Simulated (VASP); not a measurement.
# NaF in VASP: a series of runs

The runs below take NaF through single point, with PBE, PBEsol.

Program: VASP 6.6.1. These are calculated values, not measurements. Logs are shortened: lines on timing, memory, paths and dates and some standing lists are left out, and cuts for length are marked.

### 1 The cell of the first run

Symmetry: Fm-3m, No. 225, cubic system. Conventional cell: a = 4.701 Å, b = 4.701 Å, c = 4.701 Å, α = 90.00°, β = 90.00°, γ = 90.00°. Within 3.1 Å of Na (site symmetry m-3m) lie 6 F at 2.35 Å. F (site symmetry m-3m) has 6 Na at 2.35 Å within 3.1 Å.

### 2 Single point, PBE (12.99 Å³/atom)

Input file INCAR:

```
PREC = Accurate
ENCUT = 520
EDIFF = 1E-7
ISMEAR = -1
SIGMA = 0.05
LREAL = False
LASPH = True
NELM = 60
ALGO = Normal
ISIF = 2
LWAVE = False
LCHARG = False
GGA = PE
NBANDS = 14
```

Input file KPOINTS:

```
Automatic mesh
0
Gamma
  10 10 10
```

Input file POSCAR:

```
NaF
1.0
    0.0000000000      2.3505298169      2.3505298169
    2.3505298169      0.0000000000      2.3505298169
    2.3505298169      2.3505298169      0.0000000000
Na F
1 1
Direct
    0.0000000000      0.0000000000      0.0000000000
    0.5000000000      0.5000000000      0.5000000000
```

Potentials or basis: VASP PAW PBE potentials, release 64 (Na_pv, F).

Run with:

```sh
cat potpaw_PBE.64/Na_pv/POTCAR potpaw_PBE.64/F/POTCAR > POTCAR
mpirun -np 1 vasp_std > vasp.out
```

OUTCAR:

```text
PREC = Accurate
   ENCUT = 520
   EDIFF = 1E-7
   ISMEAR = -1
   LREAL = False
   LASPH = True
   NELM = 60
   ISIF = 2
   GGA = PE

 ion  position               nearest neighbor table
   1  0.000  0.000  0.000-
   2  0.500  0.500  0.500-

  LATTYP: Found a face centered cubic cell.
 ALAT       =     4.7010596338

  Lattice vectors:

 A1 = (   0.0000000000,   2.3505298169,   2.3505298169)
 A2 = (   2.3505298169,   0.0000000000,   2.3505298169)
 A3 = (   2.3505298169,   2.3505298169,   0.0000000000)

Analysis of symmetry for initial positions (statically):
=====================================================================
 Subroutine PRICEL returns:
 Original cell was already a primitive cell.

 Routine SETGRP: Setting up the symmetry group for a
 face centered cubic supercell.

 Subroutine GETGRP returns: Found 48 space group operations
 (whereof 48 operations were pure point group operations)
 out of a pool of 48 trial point group operations.

The static configuration has the point symmetry O_h .

Analysis of symmetry for dynamics (positions and initial velocities):
=====================================================================
 Subroutine PRICEL returns:
 Original cell was already a primitive cell.

 Routine SETGRP: Setting up the symmetry group for a
 face centered cubic supercell.

 Subroutine GETGRP returns: Found 48 space group operations
 (whereof 48 operations were pure point group operations)
 out of a pool of 48 trial point group operations.

The dynamic configuration has the point symmetry O_h .

 Subroutine INISYM returns: Found 48 space group operations
 (whereof 48 operations are pure point group operations),
 and found     1 'primitive' translations

----------------------------------------------------------------------------------------

                                     Primitive cell

  volume of cell :      25.9733

  direct lattice vectors                    reciprocal lattice vectors
     0.000000000  2.350529817  2.350529817    -0.212717999  0.212717999  0.212717999
     2.350529817  0.000000000  2.350529817     0.212717999 -0.212717999  0.212717999
[... 89 lines left out ...]
   IBRION =     -1    ionic relax: 0-MD 1-quasi-New 2-CG
   NFREE  =      0    steps in history (QN), initial steepest desc. (CG)
   ISIF   =      2    stress and relaxation
   ISYM   =      2    0-nonsym 1-usesym 2-fastsym
   POTIM  = 0.5000    time-step for ionic-motion
   TEBEG  =    0.0;   TEEND  =   0.0 temperature during run
   PSTRESS=    0.0 pullay stress
   NELECT =      14.0000    total number of electrons
   NUPDOWN=      -1.0000    fix difference up-down
   EMIN   =  10.00;   EMAX   =-10.00  energy-range for DOS
   EFERMI =   0.00;   METHOD = LEGACY
   ISMEAR =    -1;   SIGMA  =   0.05  broadening in eV -4-tet -1-fermi 0-gaus
   EFERMI_NEDOS =   21; number of points for ismear=-14 and -15
   IALGO  =     38    algorithm
   IMIX   =      4    mixing-type and parameters
     AMIX     =   0.40;   BMIX     =  1.00
     AMIX_MAG =   1.60;   BMIX_MAG =  1.00
  volume/ion in A,a.u.               =      12.99        87.64
  Fermi-wavevector in a.u.,A,eV,Ry     =   1.332320  2.517719 24.151368  1.775075
  Thomas-Fermi vector in A             =   2.461263
   LORBIT       =      0    0 simple, 1 ext, 2 COOP (PROOUT), +10 PAW based schemes
   GGA     = PE    functional components
   LHFCALC =     F    Hartree Fock is set to
   AEXX    =    0.0000 exact exchange contribution
   IVDW    =     0    specifies the selected vdW correction
   LEPSILON=     F    determine dielectric tensor
   LRPA    =     F    only Hartree local field effects (RPA)
 non-spin polarized calculation
  energy-cutoff  :      520.00
  volume of cell :       25.97
 maximum number of plane-waves:       725
 NGX is ok and might be reduce to    28
   NGX = 13   NGY = 13   NGZ = 13

 number of electron      14.0000002 magnetization

 Free energy of the ion-electron system (eV)
  ---------------------------------------------------
  ext. energy  EPLUGINS =         0.00000000
  ---------------------------------------------------
  free energy    TOTEN  =        -8.56945656 eV

  energy without entropy =       -8.56945656  energy(sigma->0) =       -8.56945656

 E-fermi :  -1.0837     XC(G=0):  -8.9513

 val. band max:       -2.2653632032   @ k =   0.0000   0.0000   0.0000
 cond. band min:       3.8070564221   @ k =   0.0000   0.0000   0.0000
 fundamental gap:      6.0724196253
 Fermi energy:        -1.0837361985

 k-point     1 :       0.0000    0.0000    0.0000
  band No.  band energies     occupation
      1     -21.3698      2.00000
      2     -21.3432      2.00000
      3     -21.3432      2.00000
      4     -21.3432      2.00000
      5      -2.2654      2.00000
      6      -2.2654      2.00000
      7      -2.2654      2.00000
      8       3.8071      0.00000
      9      16.4018      0.00000
     10      16.4018      0.00000
     11      16.4018      0.00000
     12      19.1783      0.00000
     13      21.3053      0.00000
     14      21.3053      0.00000
[... 377 lines left out ...]
      1     -21.7154      2.00000
      2     -21.3841      2.00000
      3     -21.3775      2.00000
      4     -20.8850      2.00000
      5      -3.3744      2.00000
      6      -2.6265      2.00000
      7      -2.5741      2.00000
      8       7.9751      0.00000
      9      11.3972      0.00000
     10      14.0208      0.00000
     11      16.8343      0.00000
     12      16.8681      0.00000
     13      22.3874      0.00000
     14      23.8388      0.00000

 [... further k-points ...]

------------------------ aborting loop because EDIFF is reached ----------------------------------------

  FORCE on cell =-STRESS in cart. coord.  units (eV):
  Direction    XX          YY          ZZ          XY          YZ          ZX
  --------------------------------------------------------------------------------------
  -------------------------------------------------------------------------------------
  Total       -0.0217493     -0.0217493     -0.0217493      0.0000000      0.0000000     -0.0000000
  in kB       -1.3416186     -1.3416186     -1.3416186      0.0000000      0.0000000     -0.0000000
  external PRESSURE =      -1.3416186 kB  Pullay stress =       0.0000000 kB

 VOLUME and BASIS-vectors are now :
 -----------------------------------------------------------------------------
  energy-cutoff  :      520.00
  volume of cell :       25.97
      direct lattice vectors                 reciprocal lattice vectors
     0.000000000  2.350529817  2.350529817    -0.212717999  0.212717999  0.212717999
     2.350529817  0.000000000  2.350529817     0.212717999 -0.212717999  0.212717999
     2.350529817  2.350529817  0.000000000     0.212717999  0.212717999 -0.212717999

 POSITION                                       TOTAL-FORCE (eV/Angst)
 -----------------------------------------------------------------------------------
      0.00000      0.00000      0.00000         0.000000      0.000000     -0.000000
      2.35053      2.35053      2.35053        -0.000000     -0.000000      0.000000
 -----------------------------------------------------------------------------------
    total drift:                                0.000000      0.000000      0.000000

  FREE ENERGIE OF THE ION-ELECTRON SYSTEM (eV)
  ---------------------------------------------------
  free  energy   TOTEN  =        -8.5694565596 eV

  energy  without entropy=       -8.5694565596  energy(sigma->0) =       -8.56945656
```

It took 22 s on 1 thread of Intel Xeon Platinum 8259CL at 2.50GHz (Skylake/Cascade Lake), shared host; peak memory 0.15 GiB.

What came out:

| Item | Value |
| --- | --- |
| Free energy | -8.5695 eV |
| Pressure | -0.1 GPa |
| Band gap on the k mesh | 6.07 eV |

A k mesh can miss the band edges.

### 3 Single point, PBE (atoms moved at random)

Input file INCAR:

```
SYSTEM = NaF
ALGO     = Normal         ! electronic algorithm
EDIFF    = 1E-6           ! SCF threshold, eV
ENCUT    = 520            ! plane-wave cutoff, eV
GGA      = PE             ! functional
ISIF     = 2              ! what is computed and relaxed
ISMEAR   = -1             ! smearing method
LASPH    = .True.         ! aspherical terms in the spheres
LCHARG   = .True.         ! write CHGCAR
LELF     = .True.         ! ELF
LREAL    = .False.        ! projectors in reciprocal space
LVHAR    = .True.       
LWAVE    = .False.        ! write WAVECAR
NBANDS   = 14             ! bands
NELM     = 60             ! most SCF steps
PREC     = Accurate       ! precision mode
SIGMA    = 0.05           ! smearing width, eV
```

Input file KPOINTS:

```
k-points
0
Gamma
  10 10 10
  0 0 0
```

Input file POSCAR:

```
NaF
1.0
    0.0000000000      2.3200000000      2.3200000000
    2.3200000000      0.0000000000      2.3200000000
    2.3200000000      2.3200000000      0.0000000000
Na F
1 1
Direct
   -0.0046440000      0.0073970000      0.0091130000
    0.4993530000      0.5032590000      0.4873860000
```

Potentials or basis: VASP PAW PBE potentials, release 64 (Na_pv, F).

Run with:

```sh
cat potpaw_PBE.64/Na_pv/POTCAR potpaw_PBE.64/F/POTCAR > POTCAR
mpirun -np 1 vasp_std > vasp.out
```

Run time: 72 s. Hardware: 1 thread of Intel Xeon Platinum 8259CL at 2.50GHz (Skylake/Cascade Lake), shared host; peak memory 0.26 GiB.

It converged, with:

```
Free energy            : -8.5565 eV
Pressure               : 2.0 GPa
Largest force          : 0.176 eV/Å
Band gap on the k mesh : 6.28 eV
```

Forces in eV/Å, atoms in the order of the input:
```
Na  -0.146 -0.098 -0.001
F    0.146  0.098  0.001
```

Stress tensor (GPa, compression positive):
```
 2.17 -0.07  0.00
-0.07  1.94  0.00
 0.00  0.00  1.74
```

Levels at points of the mesh, in eV from the valence-band top:
| k point | band 3 | band 4 | band 5 | band 6 | band 7 | band 8 | band 9 | band 10 | band 11 | band 12 |
| --- | --- | --- | --- | --- | --- | --- | --- | --- | --- | --- |
| (0.00, 0.00, 0.00) | -18.95 | -18.93 | 0.00 | 0.00 | 0.00 | 6.28 | 18.95 | 18.96 | 18.97 | 21.80 |
| (0.50, 0.00, 0.00) | -18.97 | -18.18 | -1.58 | -0.25 | -0.25 | 10.76 | 12.43 | 20.04 | 20.06 | 22.91 |
| (0.00, 0.50, 0.00) | -18.97 | -18.18 | -1.58 | -0.25 | -0.25 | 10.76 | 12.43 | 20.04 | 20.06 | 22.91 |
| (0.00, 0.00, 0.50) | -18.97 | -18.18 | -1.58 | -0.25 | -0.25 | 10.76 | 12.43 | 20.05 | 20.07 | 22.89 |
| (0.50, 0.50, 0.50) | -18.97 | -18.18 | -1.58 | -0.25 | -0.25 | 10.76 | 12.43 | 20.05 | 20.07 | 22.89 |
| (0.50, 0.50, 0.00) | -19.01 | -18.86 | -1.27 | -0.40 | -0.40 | 13.12 | 13.31 | 13.54 | 19.71 | 19.75 |
| (0.00, 0.50, 0.50) | -19.01 | -18.85 | -1.26 | -0.40 | -0.40 | 13.08 | 13.30 | 13.59 | 19.72 | 19.73 |
| (0.50, 0.00, 0.50) | -19.01 | -18.86 | -1.26 | -0.40 | -0.40 | 13.10 | 13.30 | 13.57 | 19.71 | 19.74 |

Caveat: the cell differs from its parent crystal (atoms moved at random). A k mesh can miss the band edges.

### 4 Single point, PBEsol

This run uses another cell than the first one, of 11.74 Å³/atom.

Input file INCAR:

```
PREC = Accurate
ENCUT = 520
EDIFF = 1E-6
ISMEAR = 0
SIGMA = 0.05
LREAL = False
LASPH = True
NELM = 60
ALGO = Normal
ISIF = 2
LWAVE = False
LCHARG = False
GGA = PS
NBANDS = 14
```

Input file KPOINTS:

```
regular mesh
0
Gamma
  10 10 10
```

Input file POSCAR:

```
NaF
1.0
    3.2139979837      0.0000000000      0.0000000000
    1.6069989918      2.7834039016      0.0000000000
    1.6069989918      0.9278013005      2.6242183648
Na F
1 1
Direct
    0.0000000000      0.0000000000      0.0000000000
    0.5000000000      0.5000000000      0.5000000000
```

Run with:

```sh
cat potpaw_PBE.64/Na_pv/POTCAR potpaw_PBE.64/F/POTCAR > POTCAR
mpirun -np 1 vasp_std > vasp.out
```

Wall time 16 s (1 thread of Intel Xeon 8259CL, shared host); peak memory 0.14 GiB.

Results (log left out):

| Property | Result |
| --- | --- |
| Free energy | -8.7545 eV |
| Pressure | 3.0 GPa |
| Band gap on the k mesh | 6.47 eV |

Levels at points of the mesh, in eV from the valence-band top:
```
           k point  band 5  band 6  band 7  band 8  band 9  band 10
(0.00, 0.00, 0.00)    0.00    0.00    0.00    6.47   19.25    19.25
(0.50, 0.00, 0.00)   -1.75   -0.29   -0.29   10.96   12.83    20.61
(0.50, 0.50, 0.00)   -1.39   -0.44   -0.44   13.28   13.46    14.10
```

Caveat: the cell stands under pressure; the PAW data sets were made with another functional, which shifts forces and pressure a little. A k mesh can miss the band edges.

### 5 Single point, PBEsol

This run uses another cell than the first one, of 11.99 Å³/atom.

Input file INCAR:

```
SYSTEM = NaF
ALGO     = Normal         ! electronic algorithm
EDIFF    = 1E-7           ! SCF threshold, eV
ENCUT    = 520            ! plane-wave cutoff, eV
GGA      = PS             ! functional
ISIF     = 2              ! what is computed and relaxed
ISMEAR   = 0              ! smearing method
LASPH    = .TRUE.         ! aspherical terms in the spheres
LCHARG   = .TRUE.         ! write CHGCAR
LELF     = .TRUE.         ! ELF
LREAL    = .FALSE.        ! projectors in reciprocal space
LVHAR    = .TRUE.       
LWAVE    = .FALSE.        ! write WAVECAR
NBANDS   = 14             ! bands
NELM     = 80             ! most SCF steps
PREC     = Accurate       ! precision mode
SIGMA    = 0.05           ! smearing width, eV
```

Input file KPOINTS:

```
k-points
0
G
  10 10 10
  0 0 0
```

Input file POSCAR:

```
NaF
1.0
    3.2366325180      0.0000000000      0.0000000000
    1.6183162590      2.8030059834      0.0000000000
    1.6183162590      0.9343353278      2.6426993847
Na F
1 1
Direct
    0.0000000000      0.0000000000      0.0000000000
    0.5000000000      0.5000000000      0.5000000000
```

Run with:

```sh
cat potpaw_PBE.64/Na_pv/POTCAR potpaw_PBE.64/F/POTCAR > POTCAR
mpirun -np 1 vasp_std > vasp.out
```

Wall time 16 s (1 thread of Intel Xeon 8259CL, shared host); peak memory 0.14 GiB.

The run converged. Its results:

* Free energy: -8.7629 eV
* Pressure: 1.8 GPa
* Band gap on the k mesh: 6.36 eV

Levels at points of the mesh, in eV from the valence-band top:
| k point | band 5 | band 6 | band 7 | band 8 | band 9 | band 10 |
| --- | --- | --- | --- | --- | --- | --- |
| (0.00, 0.00, 0.00) | 0.00 | 0.00 | 0.00 | 6.36 | 19.10 | 19.10 |
| (0.50, 0.00, 0.00) | -1.70 | -0.28 | -0.28 | 10.83 | 12.65 | 20.38 |
| (0.50, 0.50, 0.00) | -1.36 | -0.43 | -0.43 | 13.21 | 13.28 | 13.89 |

Caveat: the PAW data sets were made with another functional, which shifts forces and pressure a little. A k mesh can miss the band edges.

### 6 The runs side by side

```csv
level,cell,smearing,gap on the mesh (eV),pressure (GPa)
PBE,"a = 3.324 Å, angles 60.0°, 2 atoms, atomic positions A",fermi-dirac 0.05 eV,6.07,-0.1
PBE,"a = 3.281 Å, angles 60.0°, 2 atoms, atomic positions B",fermi-dirac 0.05 eV,6.28,2.0
PBEsol,"a = 3.214 Å, angles 60.0°, 2 atoms, atomic positions A",gaussian 0.05 eV,6.47,3.0
PBEsol,"a = 3.237 Å, angles 60.0°, 2 atoms, atomic positions A",gaussian 0.05 eV,6.36,1.8
```

Alike in all rows: task single point; potentials or basis VASP PAW PBE potentials, release 64 (Na_pv, F); no spin polarisation; k mesh 10 × 10 × 10; cutoff (eV) 520.

Caveats: the PAW data sets were made with another functional, which shifts forces and pressure a little (at least some runs); the cell stands under pressure (at least some runs).

Total energies depend on the potentials used, so only differences within one code and one set of settings carry meaning.
